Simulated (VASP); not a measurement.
# Mn (P6_3/mmc) in VASP: notebook

The runs below take Mn through single point, with PBE.

Everything below comes from runs of VASP 6.6.1. Logs are shortened: lines on timing, memory, paths and dates and some standing lists are left out, and cuts for length are marked.

## Step 1: The cell of the first run

The structure is hexagonal, space group P6_3/mmc (No. 194). Conventional cell: a = 2.484 Å, b = 2.484 Å, c = 4.026 Å, α = 90.00°, β = 90.00°, γ = 120.00°. Mn (site symmetry -6m2) has 12 Mn at 2.47 to 2.48 Å within 3.3 Å.

## Step 2: Single point, PBE, collinear spin, ferromagnetic start

Contents of INCAR:

```
SYSTEM = Mn
PREC = Accurate
ENCUT = 520
EDIFF = 1E-7
ISMEAR = -1
SIGMA = 0.05
LREAL = .False.
LASPH = .True.
NELM = 150
ALGO = Normal
ISIF = 2
LWAVE = .False.
LCHARG = .True.
ISPIN = 2
MAGMOM = 3 3
LORBIT = 11
NUPDOWN = 6.0
LMAXMIX = 4
GGA = PE
LELF = .True.
LVHAR = .True.
NBANDS = 24
```

Contents of KPOINTS:

```
Automatic mesh
0
Gamma
  10 10 6
  0 0 0
```

Contents of POSCAR:

```
Mn
1.0
    2.4836457705      0.0000000000      0.0000000000
   -1.2418228853      2.1509003313      0.0000000000
    0.0000000000      0.0000000000      4.0261950000
Mn
2
Direct
    0.3333333333      0.6666666667      0.2500000000
    0.6666666667      0.3333333333      0.7500000000
```

Potentials or basis: VASP PAW PBE potentials, release 64 (Mn_pv).

Started as:

```bash
> cat potpaw_PBE.64/Mn_pv/POTCAR > POTCAR
> mpirun -np 1 vasp_std > vasp.out
```

OUTCAR:

```text
SYSTEM = Mn
   PREC = Accurate
   ENCUT = 520
   EDIFF = 1E-7
   ISMEAR = -1
   LREAL = .False.
   LASPH = .True.
   NELM = 150
   ISIF = 2
   ISPIN = 2
   LORBIT = 11
   NUPDOWN = 6.0
   GGA = PE

 ion  position               nearest neighbor table
   1  0.333  0.667  0.250-   2 2.47   2 2.47   2 2.47   2 2.47   2 2.47   2 2.47
   2  0.667  0.333  0.750-   1 2.47   1 2.47   1 2.47   1 2.47   1 2.47   1 2.47

  LATTYP: Found a hexagonal cell.
 ALAT       =     2.4836457705
 C/A-ratio  =     1.6210826229

  Lattice vectors:

 A1 = (   2.4836457705,   0.0000000000,   0.0000000000)
 A2 = (  -1.2418228853,   2.1509003313,   0.0000000000)
 A3 = (   0.0000000000,   0.0000000000,   4.0261950000)

Analysis of symmetry for initial positions (statically):
=====================================================================
 Subroutine PRICEL returns:
 Original cell was already a primitive cell.

 Routine SETGRP: Setting up the symmetry group for a
 hexagonal supercell.

 Subroutine GETGRP returns: Found 24 space group operations
 (whereof 12 operations were pure point group operations)
 out of a pool of 24 trial point group operations.

The static configuration has the point symmetry D_3d.
 The point group associated with its full space group is D_6h.

Analysis of symmetry for dynamics (positions and initial velocities):
=====================================================================
 Subroutine PRICEL returns:
 Original cell was already a primitive cell.

 Routine SETGRP: Setting up the symmetry group for a
 hexagonal supercell.

 Subroutine GETGRP returns: Found 24 space group operations
 (whereof 12 operations were pure point group operations)
 out of a pool of 24 trial point group operations.

The dynamic configuration has the point symmetry D_3d.
 The point group associated with its full space group is D_6h.

Analysis of structural, dynamic, and magnetic symmetry:
=====================================================================
 Subroutine PRICEL returns:
 Original cell was already a primitive cell.

 Routine SETGRP: Setting up the symmetry group for a
 hexagonal supercell.

 Subroutine GETGRP returns: Found 24 space group operations
 (whereof 12 operations were pure point group operations)
 out of a pool of 24 trial point group operations.

The overall configuration has the point symmetry D_3d.
 The point group associated with its full space group is D_6h.

 Subroutine INISYM returns: Found 24 space group operations
 (whereof 12 operations are pure point group operations),
 and found     1 'primitive' translations

----------------------------------------------------------------------------------------

                                     Primitive cell

  volume of cell :      21.5082

  direct lattice vectors                    reciprocal lattice vectors
     2.483645770  0.000000000  0.000000000     0.402633907  0.232460795  0.000000000
    -1.241822885  2.150900331  0.000000000     0.000000000  0.464921589  0.000000000
     0.000000000  0.000000000  4.026195000     0.000000000  0.000000000  0.248373464

  length of vectors
     2.483645770  2.483645771  4.026195000     0.464921589  0.464921589  0.248373464

  position of ions in fractional coordinates (direct lattice)
     0.333333333  0.666666667  0.250000000
     0.666666667  0.333333333  0.750000000

  ion indices of the primitive-cell ions
   primitive index   ion index
                 1           1
                 2           2

----------------------------------------------------------------------------------------

 KPOINTS: Automatic mesh

Automatic generation of k-mesh.
 Grid dimensions read from file:
 generate k-points for:   10   10    6

 Generating k-lattice:

  Cartesian coordinates                     Fractional coordinates (reciprocal lattice)
     0.040263391  0.023246079  0.000000000     0.100000000  0.000000000  0.000000000
     0.000000000  0.046492159  0.000000000     0.000000000  0.100000000  0.000000000
     0.000000000  0.000000000  0.041395577     0.000000000  0.000000000  0.166666667

  Length of vectors
     0.046492159  0.046492159  0.041395577

  Shift w.r.t. Gamma in fractional coordinates (k-lattice)
     0.000000000  0.000000000  0.000000000

 Subroutine IBZKPT returns following result:
 ===========================================

 Found     56 irreducible k-points:

 Following reciprocal coordinates:
            Coordinates               Weight
  0.000000  0.000000  0.000000      1.000000
  0.100000  0.000000  0.000000      6.000000
  0.200000  0.000000  0.000000      6.000000
  0.300000  0.000000  0.000000      6.000000
  0.400000  0.000000  0.000000      6.000000
  0.500000  0.000000  0.000000      3.000000
[... 16 lines left out ...]
  0.300000  0.100000  0.166667     24.000000
  0.400000  0.100000  0.166667     24.000000
 [... further k-points ...]
   k-points           NKPTS =     56   k-points in BZ     NKDIM =     56   number of bands    NBANDS=     24
   number of dos      NEDOS =    301   number of ions     NIONS =      2
   total plane-waves  NPLWV =   9720
   dimension x,y,z NGX =    18 NGY =   18 NGZ =   30
   dimension x,y,z NGXF=    36 NGYF=   36 NGZF=   60
   ions per type =               2
   NGX,Y,Z   is equivalent  to a cutoff of  12.05, 12.05, 12.39 a.u.
   NGXF,Y,Z  is equivalent  to a cutoff of  24.10, 24.10, 24.77 a.u.
 SYSTEM =  Mn
   PREC   = accura    normal or accurate (medium, high low for compatibility)
   ISTART =      0    job   : 0-new  1-cont  2-samecut
   ICHARG =      2    charge: 1-file 2-atom 10-const
   ISPIN  =      2    spin polarized calculation?
   LNONCOLLINEAR =      F non collinear calculations
   LSORBIT =      F    spin-orbit coupling
   LASPH  =      T    aspherical Exc in radial PAW
   ENCUT  =  520.0 eV  38.22 Ry    6.18 a.u.   4.62  4.62  7.49*2*pi/ulx,y,z
   NELM   =    150;   NELMIN=  2; NELMDL= -5     # of ELM steps
   EDIFF  = 0.1E-06   stopping-criterion for ELM
   LREAL  =      F    real-space projection
   EDIFFG = 0.1E-05   stopping-criterion for IOM
   NSW    =      0    number of steps for IOM
   IBRION =     -1    ionic relax: 0-MD 1-quasi-New 2-CG
   NFREE  =      0    steps in history (QN), initial steepest desc. (CG)
   ISIF   =      2    stress and relaxation
   ISYM   =      2    0-nonsym 1-usesym 2-fastsym
   POTIM  = 0.5000    time-step for ionic-motion
   TEBEG  =    0.0;   TEEND  =   0.0 temperature during run
   PSTRESS=    0.0 pullay stress
   NELECT =      26.0000    total number of electrons
   NUPDOWN=       6.0000    fix difference up-down
   EMIN   =  10.00;   EMAX   =-10.00  energy-range for DOS
   EFERMI =   0.00;   METHOD = LEGACY
   ISMEAR =    -1;   SIGMA  =   0.05  broadening in eV -4-tet -1-fermi 0-gaus
   EFERMI_NEDOS =   21; number of points for ismear=-14 and -15
   IALGO  =     38    algorithm
   IMIX   =      4    mixing-type and parameters
     AMIX     =   0.40;   BMIX     =  1.00
     AMIX_MAG =   1.60;   BMIX_MAG =  1.00
  volume/ion in A,a.u.               =      10.75        72.57
  Fermi-wavevector in a.u.,A,eV,Ry     =   1.743938  3.295565 41.379665  3.041320
  Thomas-Fermi vector in A             =   2.815914
   LORBIT       =     11    0 simple, 1 ext, 2 COOP (PROOUT), +10 PAW based schemes
   GGA     = PE    functional components
   LHFCALC =     F    Hartree Fock is set to
   AEXX    =    0.0000 exact exchange contribution
   IVDW    =     0    specifies the selected vdW correction
   LEPSILON=     F    determine dielectric tensor
   LRPA    =     F    only Hartree local field effects (RPA)
 spin polarized calculation
  energy-cutoff  :      520.00
  volume of cell :       21.51
 maximum number of plane-waves:       588
   NGX =  9   NGY =  9   NGZ = 15

 number of electron      26.0000029 magnetization       6.0000006

 Free energy of the ion-electron system (eV)
  ---------------------------------------------------
  ext. energy  EPLUGINS =         0.00000000
  ---------------------------------------------------
  free energy    TOTEN  =       -16.14309966 eV

  energy without entropy =      -16.11344091  energy(sigma->0) =      -16.12827028

 E-fermi :  10.5313     XC(G=0): -13.9027

 val. band max:       11.5832235804   @ k =   0.4000   0.0000   0.3333
 cond. band min:      10.5502323669   @ k =   0.4000   0.2000   0.5000
 fundamental gap:     -1.0329912135
 Fermi energy:        11.5846997043

 spin component 1

 k-point     1 :       0.0000    0.0000    0.0000
  band No.  band energies     occupation
      1     -38.5191      1.00000
      2     -37.7996      1.00000
      3     -37.7996      1.00000
      4     -37.7461      1.00000
      5     -37.6951      1.00000
      6     -37.6951      1.00000
[... 16 lines left out ...]
     23      36.2513      0.00000
     24      36.2513      0.00000
[... 598 lines left out ...]
      2     -38.2664      1.00000
      3     -38.1183      1.00000
      4     -37.9788      1.00000
      5     -37.9132      1.00000
      6     -37.8304      1.00000
[... 16 lines left out ...]
     23      28.4197      0.00000
     24      30.2287      0.00000

 [... further k-points ...]

 spin component 2

 k-point     1 :       0.0000    0.0000    0.0000
  band No.  band energies     occupation
      1     -35.4469      1.00000
      2     -34.7632      1.00000
      3     -34.7632      1.00000
      4     -34.6526      1.00000
      5     -34.6526      1.00000
      6     -34.6031      1.00000
[... 16 lines left out ...]
     23      37.7506      0.00000
     24      37.7506      0.00000
[... 598 lines left out ...]
      2     -35.2657      1.00000
      3     -35.0295      1.00000
      4     -34.9486      1.00000
      5     -34.8193      1.00000
      6     -34.7710      1.00000
[... 16 lines left out ...]
     23      29.6682      0.00000
     24      31.4025      0.00000

 [... further k-points ...]
[... 5 lines left out ...]
  --------------------------------------------------------------------------------------
  -------------------------------------------------------------------------------------
  Total        7.6591835      7.6591835      8.2951525     -0.0000000     -0.0000000      0.0000000
  in kB      570.5429059    570.5429059    617.9170934     -0.0000000     -0.0000000      0.0000000
  external PRESSURE =     586.3343017 kB  Pullay stress =       0.0000000 kB

 VOLUME and BASIS-vectors are now :
 -----------------------------------------------------------------------------
  energy-cutoff  :      520.00
  volume of cell :       21.51
      direct lattice vectors                 reciprocal lattice vectors
     2.483645770  0.000000000  0.000000000     0.402633907  0.232460795  0.000000000
    -1.241822885  2.150900331  0.000000000     0.000000000  0.464921589  0.000000000
     0.000000000  0.000000000  4.026195000     0.000000000  0.000000000  0.248373464

 POSITION                                       TOTAL-FORCE (eV/Angst)
 -----------------------------------------------------------------------------------
     -0.00000      1.43393      1.00655        -0.000000      0.000000      0.000000
      1.24182      0.71697      3.01965         0.000000     -0.000000      0.000000
 -----------------------------------------------------------------------------------
    total drift:                               -0.000000      0.000000     -0.000000

  FREE ENERGIE OF THE ION-ELECTRON SYSTEM (eV)
  ---------------------------------------------------
  free  energy   TOTEN  =       -16.1430996570 eV

  energy  without entropy=      -16.1134409126  energy(sigma->0) =      -16.12827028

 total charge

# of ion       s       p       d       tot
------------------------------------------
    1        0.436   6.393   5.184  12.013
    2        0.436   6.393   5.184  12.013
--------------------------------------------------
tot          0.872  12.786  10.368  24.025

 magnetization (x)

# of ion       s       p       d       tot
------------------------------------------
    1       -0.002   0.058   2.839   2.894
    2       -0.002   0.058   2.839   2.894
--------------------------------------------------
tot         -0.004   0.115   5.678   5.788
```

It took 29 s on 1 thread of Intel Xeon 6975P-C (Granite Rapids), shared host; peak memory 0.15 GiB.

What came out:

* Free energy: -16.1431 eV
* Pressure: 58.6 GPa
* Net moment: 6.00 μB per cell
* Site moments: Mn +2.89 μB
* Valence electrons inside the program's atomic spheres: Mn 12.01

Stress tensor (GPa, compression positive):
```
57.05  0.00  0.00
 0.00 57.05  0.00
 0.00  0.00 61.79
```

Caveat: the total moment is fixed, so each spin has its own Fermi level.

## Step 3: Single point, PBE, collinear spin, ferromagnetic start

Contents of INCAR:

```
SYSTEM = Mn
ALGO     = Normal         ! electronic algorithm
EDIFF    = 1E-6           ! SCF threshold, eV
ENCUT    = 520            ! plane-wave cutoff, eV
GGA      = PE             ! functional
ISIF     = 2              ! what is computed and relaxed
ISMEAR   = -1             ! smearing method
ISPIN    = 2              ! spin polarisation
LASPH    = .True.         ! aspherical terms in the spheres
LCHARG   = .False.        ! write CHGCAR
LMAXMIX  = 4              ! l up to which the mixer works
LORBIT   = 11             ! projections on sites
LREAL    = .False.        ! projectors in reciprocal space
LWAVE    = .False.        ! write WAVECAR
MAGMOM   = 4 4            ! initial moments
NBANDS   = 24             ! bands
NELM     = 150            ! most SCF steps
NUPDOWN  = 8.0            ! fixed moment
PREC     = Accurate       ! precision mode
SIGMA    = 0.05           ! smearing width, eV
```

Contents of KPOINTS:

```
k-points
0
Gamma
  10 10 6
  0 0 0
```

POSCAR is that of step 2.

Potentials or basis: VASP PAW PBE potentials, release 64 (Mn_pv).

Started as:

```bash
> cat potpaw_PBE.64/Mn_pv/POTCAR > POTCAR
> mpirun -np 1 vasp_std > vasp.out
```

It took 23 s on 1 thread of Intel Xeon 6975P-C (Granite Rapids), shared host; peak memory 0.15 GiB.

The run converged. Its results:

- Free energy: -14.2529 eV
- Pressure: 102.9 GPa
- Net moment: 8.00 μB per cell
- Site moments: Mn +3.78 μB
- Valence electrons inside the program's atomic spheres: Mn 12.04

Stress tensor (GPa, compression positive):
```
103.12   0.00   0.00
  0.00 103.12   0.00
  0.00   0.00 102.56
```

Caveat: the total moment is fixed, so each spin has its own Fermi level.

## Step 4: Single point, PBE, collinear spin, ferromagnetic start

Contents of INCAR:

```
PREC = Accurate
ENCUT = 520
EDIFF = 1E-6
ISMEAR = -1
SIGMA = 0.05
LREAL = F
LASPH = T
NELM = 150
ALGO = Normal
ISIF = 2
LWAVE = F
LCHARG = F
ISPIN = 2
MAGMOM = 5 5
LORBIT = 11
NUPDOWN = 10.0
LMAXMIX = 4
GGA = PE
NBANDS = 24
```

Contents of KPOINTS:

```
Automatic mesh
0
Gamma
  10 10 6
```

POSCAR is that of step 3.

Started as:

```bash
> cat potpaw_PBE.64/Mn_pv/POTCAR > POTCAR
> mpirun -np 1 vasp_std > vasp.out
```

Wall time 25 s (1 thread of Intel Xeon 6975P-C (Granite Rapids), shared host); peak memory 0.15 GiB.

It converged, with:

- Free energy: -8.9645 eV
- Pressure: 174.4 GPa
- Net moment: 10.00 μB per cell
- Site moments: Mn +4.61 μB
- Valence electrons inside the program's atomic spheres: Mn 12.05

Stress tensor (GPa, compression positive):
```
174.91   0.00   0.00
  0.00 174.91   0.00
  0.00   0.00 173.44
```

Caveat: the total moment is fixed, so each spin has its own Fermi level.

## Step 5: Single point, PBE, collinear spin, ferromagnetic start

Contents of INCAR:

```
ALGO = Normal ; EDIFF = 1E-7
ENCUT = 520 ; GGA = PE
ISIF = 2 ; ISMEAR = -1
ISPIN = 2 ; LASPH = T
LCHARG = F ; LMAXMIX = 4
LORBIT = 11 ; LREAL = F
LWAVE = F ; MAGMOM = 6 6
NBANDS = 24 ; NELM = 150
NUPDOWN = 12.0 ; PREC = Accurate
SIGMA = 0.05
```

Contents of KPOINTS:

```
k-points
0
Gamma
  10 10 6
```

POSCAR is that of step 4.

Potentials or basis: VASP PAW PBE potentials, release 64 (Mn_pv).

Started as:

```bash
> cat potpaw_PBE.64/Mn_pv/POTCAR > POTCAR
> mpirun -np 1 vasp_std > vasp.out
```

OUTCAR:

```text
EDIFF = 1E-7
   ENCUT = 520
   GGA = PE
   ISIF = 2
   ISMEAR = -1
   ISPIN = 2
   LASPH = T
   LORBIT = 11
   LREAL = F
   NELM = 150
   NUPDOWN = 12.0
   PREC = Accurate

 ion  position               nearest neighbor table
   1  0.333  0.667  0.250-   2 2.47   2 2.47   2 2.47   2 2.47   2 2.47   2 2.47
   2  0.667  0.333  0.750-   1 2.47   1 2.47   1 2.47   1 2.47   1 2.47   1 2.47

  LATTYP: Found a hexagonal cell.
 ALAT       =     2.4836457705
 C/A-ratio  =     1.6210826229

[... 1515 lines left out ...]
  external PRESSURE =    2796.0830932 kB  Pullay stress =       0.0000000 kB

 VOLUME and BASIS-vectors are now :
 -----------------------------------------------------------------------------
  energy-cutoff  :      520.00
  volume of cell :       21.51
      direct lattice vectors                 reciprocal lattice vectors
     2.483645770  0.000000000  0.000000000     0.402633907  0.232460795  0.000000000
    -1.241822885  2.150900331  0.000000000     0.000000000  0.464921589  0.000000000
     0.000000000  0.000000000  4.026195000     0.000000000  0.000000000  0.248373464

 POSITION                                       TOTAL-FORCE (eV/Angst)
 -----------------------------------------------------------------------------------
     -0.00000      1.43393      1.00655        -0.000000      0.000000      0.000000
      1.24182      0.71697      3.01965         0.000000     -0.000000      0.000000
 -----------------------------------------------------------------------------------
    total drift:                               -0.000000      0.000000     -0.000000

  FREE ENERGIE OF THE ION-ELECTRON SYSTEM (eV)
  ---------------------------------------------------
  free  energy   TOTEN  =         1.5399991205 eV

  energy  without entropy=        1.5502972736  energy(sigma->0) =        1.54514820

 total charge

# of ion       s       p       d       tot
------------------------------------------
    1        0.521   6.600   4.949  12.070
    2        0.521   6.600   4.949  12.070
--------------------------------------------------
tot          1.042  13.201   9.898  24.140

 magnetization (x)

# of ion       s       p       d       tot
------------------------------------------
    1        0.189   0.531   4.667   5.387
    2        0.189   0.531   4.667   5.387
--------------------------------------------------
tot          0.378   1.061   9.335  10.774
```

OSZICAR:

```text
N       E                     dE             d eps       ncg     rms          rms(c)
DAV:   1     0.279582891248E+03    0.27958E+03   -0.15569E+04  5520   0.159E+03
DAV:   2     0.117963348097E+02   -0.26779E+03   -0.26277E+03  5440   0.420E+02
DAV:   3     0.213213325994E+01   -0.96642E+01   -0.96372E+01  6088   0.877E+01
DAV:   4     0.205618692058E+01   -0.75946E-01   -0.75942E-01  5936   0.762E+00
DAV:   5     0.205506109307E+01   -0.11258E-02   -0.11258E-02  6144   0.930E-01    0.514E+01
DAV:   6     0.188385606498E+01   -0.17121E+00   -0.78534E-01  5848   0.899E+00    0.297E+01
DAV:   7     0.149251478606E+01   -0.39134E+00   -0.28464E-01  5592   0.707E+00    0.171E+01
DAV:   8     0.156199280698E+01    0.69478E-01   -0.16128E-01  5680   0.474E+00    0.241E+00
DAV:   9     0.153981830850E+01   -0.22174E-01   -0.51114E-02  5736   0.277E+00    0.664E-01
DAV:  10     0.154005111057E+01    0.23280E-03   -0.22282E-03  6088   0.593E-01    0.613E-02
DAV:  11     0.154000330606E+01   -0.47805E-04   -0.80008E-05  5760   0.739E-02    0.344E-02
DAV:  12     0.153999863948E+01   -0.46666E-05   -0.13787E-05  5992   0.225E-02    0.932E-03
DAV:  13     0.153999917256E+01    0.53308E-06   -0.21485E-06  5624   0.848E-03    0.202E-03
DAV:  14     0.153999912048E+01   -0.52078E-07   -0.89905E-08  4736   0.226E-03
   1 F= 0.15399991E+01 E0= 0.15451482E+01  d E =-.102982E-01  mag=    12.0000
```

Run time: 25 s. Hardware: 1 thread of Intel Xeon 6975P-C (Granite Rapids), shared host; peak memory 0.16 GiB.

What came out:

- Free energy: 1.5400 eV
- Pressure: 279.6 GPa
- Net moment: 12.00 μB per cell
- Site moments: Mn +5.39 μB
- Valence electrons inside the program's atomic spheres: Mn 12.07

Stress tensor (GPa, compression positive):
```
275.30   0.00   0.00
  0.00 275.30   0.00
  0.00   0.00 288.23
```

Caveat: the total moment is fixed, so each spin has its own Fermi level.

## Step 6: Overview

| fixed moment (μB) | pressure (GPa) | moment (μB) |
| --- | --- | --- |
| 6.0 | 58.6 | 6.00 |
| 8.0 | 102.9 | 8.00 |
| 10.0 | 174.4 | 10.00 |
| 12.0 | 279.6 | 12.00 |

Alike in all rows: task single point; level PBE; potentials or basis VASP PAW PBE potentials, release 64 (Mn_pv); spin collinear, ferromagnetic start; cell as given; k mesh 10 × 10 × 6; cutoff (eV) 520; smearing fermi-dirac 0.05 eV.

Caveats: the total moment is fixed, so each spin has its own Fermi level.

Absolute energies hang on the potentials; compare differences alone.
